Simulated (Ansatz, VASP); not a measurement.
# One calculation of HfSiO4, two programs

Contents of INCAR:

```
SYSTEM = HfSiO4
PREC = Accurate
ENCUT = 520
EDIFF = 1E-6
ISMEAR = -1
SIGMA = 0.02
LREAL = .False.
LASPH = .True.
NELM = 100
ALGO = Normal
ISIF = 2
LWAVE = .False.
LCHARG = .False.
GGA = PE
NBANDS = 50
```

KPOINTS

```
Automatic mesh
0
Gamma
  6 6 6
  0 0 0
```

Contents of POSCAR:

```
HfSiO4
1.0
   -3.3237313842      3.3237313842      3.0156266350
    3.3237313842     -3.3237313842      3.0156266350
    3.3237313842      3.3237313842     -3.0156266350
Hf Si O
2 2 8
Direct
    0.0000000000      0.0000000000      0.0000000000
    0.7500000000      0.2500000000      0.5000000000
    0.2500000000      0.7500000000      0.5000000000
    0.5000000000      0.5000000000      0.0000000000
    0.1360686481      0.3196574002      0.8164112479
    0.0696574002      0.7532461524      0.6835887521
    0.0696574002      0.3860686481      0.3164112479
    0.5032461524      0.3196574002      0.1835887521
    0.6803425998      0.4967538476      0.8164112479
    0.6139313519      0.9303425998      0.6835887521
    0.2467538476      0.9303425998      0.3164112479
    0.6803425998      0.8639313519      0.1835887521
```

Input for Ansatz:

```yaml
crystal:
  lattice:
    - [-3.3237313842, 3.3237313842, 3.015626635]
    - [3.3237313842, -3.3237313842, 3.015626635]
    - [3.3237313842, 3.3237313842, -3.015626635]
  atoms:
    - { symbol: Hf, position: [0.0, 0.0, 0.0] }
    - { symbol: Hf, position: [0.75, 0.25, 0.5] }
    - { symbol: Si, position: [0.25, 0.75, 0.5] }
    - { symbol: Si, position: [0.5, 0.5, 0.0] }
    - { symbol: O, position: [0.1360686481, 0.3196574002, 0.8164112479] }
    - { symbol: O, position: [0.0696574002, 0.7532461524, 0.6835887521] }
    - { symbol: O, position: [0.0696574002, 0.3860686481, 0.3164112479] }
    - { symbol: O, position: [0.5032461524, 0.3196574002, 0.1835887521] }
    - { symbol: O, position: [0.6803425998, 0.4967538476, 0.8164112479] }
    - { symbol: O, position: [0.6139313519, 0.9303425998, 0.6835887521] }
    - { symbol: O, position: [0.2467538476, 0.9303425998, 0.3164112479] }
    - { symbol: O, position: [0.6803425998, 0.8639313519, 0.1835887521] }
kpoints:
  mp_grid: { grid: [6, 6, 6] }
  band_path:
    path:
      - [0.0, 0.0, 0.0]
      - [0.0, 0.0, 0.5]
      - [-0.5, 0.5, 0.5]
      - [0.4557990254, 0.4557990254, -0.4557990254]
      - [-0.4557990254, 0.5442009746, 0.4557990254]
      - [0.25, 0.25, 0.25]
      - [0.0, 0.5, 0.0]
      - [0.1666666667, 0.1666666667, 0.1666666667]
      - [0.182292, 0.307292, 0.255208]
    npoints: 1
hamiltonian:
  xc: pbe
scf:
  occupations: { method: fermi_dirac, width: 0.02 }
  n_extra_bands: 7
output:
  forces: true
  stress: true
  eigenvalues: true
```

Change from the starting cell: hydrostatic strain +1.0%.

Alike in both runs: task single point; functional PBE; k mesh 6 × 6 × 6; occupations fermi-dirac, width 0.02 eV; no spin polarisation.

|  | VASP | Ansatz |
| --- | --- | --- |
| version | VASP 6.6.1 | Ansatz 0.2.0 |
| potentials or method | VASP PAW PBE potentials, release 64 (Hf_pv, Si, O) | plane waves, PAW |
| plane-wave cutoff (eV) | 520 | 420 |
| valence electrons in the cell | 76 | 108 |

|  | VASP | Ansatz | Ansatz less VASP |
| --- | --- | --- | --- |
| gap on the k mesh at the Fermi level (eV) | 5.23 | 5.28 | +0.057 |
| pressure (GPa) | -2.0 | -0.4 | +1.56 |
| traceless stress, the component that is largest in VASP (GPa) | -0.27 | -0.50 | -0.226 |
| rms of the force components (eV/Å) | 0.216 | 0.129 | -0.0867 |

Atom by atom the forces differ by 0.087 eV/Å (rms over components). VASP's potentials hold 76 valence electrons a cell and Ansatz's 108, so a difference there can come from the potentials and not from the codes.

Spin-orbit coupling is off throughout.
